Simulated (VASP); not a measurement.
Write the native input for VASP 6.6.1 that does the following.

- Task: single point
- Functional: PBE
- Potentials or basis: VASP PAW PBE potentials, release 64 (Ir)
- Cutoff: 520 eV
- k mesh: 22 × 22 × 22
- Occupations: gaussian, width 0.15 eV
- Spin: no spin polarisation
- Dipole correction: no
- Further INCAR settings: ALGO = Fast; EDIFF = 1e-07; NBANDS = 10

The structure of Ir lies in POSCAR:

```
Ir
1.0
    0.0000000000      1.9197000000      2.1116700000
    1.9197000000      0.0000000000      2.1116700000
    1.9197000000      1.9197000000      0.0000000000
Ir
1
Direct
    0.0000000000      0.0000000000      0.0000000000
```

This cell differs from its parent crystal: strain +0.1000 x Voigt [0, 0, 1, 0, 0, 0].

One way to write it, as run:

INCAR

```
  ALGO = Fast
  EDIFF = 1E-7
  ENCUT = 520
  GGA = PE
  ISIF = 2
  ISMEAR = 0
  LASPH = T
  LCHARG = T
  LELF = T
  LREAL = F
  LVHAR = T
  LWAVE = F
  NBANDS = 10
  NELM = 60
  PREC = Accurate
  SIGMA = 0.15
```

KPOINTS

```
k-points
0
Gamma
  22 22 22
```

Potentials or basis: VASP PAW PBE potentials, release 64 (Ir).

Launch:

```bash
$ cat potpaw_PBE.64/Ir/POTCAR > POTCAR
$ mpirun -np 1 vasp_std > vasp.out
```

Results of the run:

```yaml
Pressure: -18.3 GPa
```

Caveat: the cell differs from its parent crystal (strain +0.1000 x Voigt [0, 0, 1, 0, 0, 0]).

Run time: 91 s on 1 thread of Intel Xeon 6975P-C, on a shared host, peak memory 0.26 GiB.
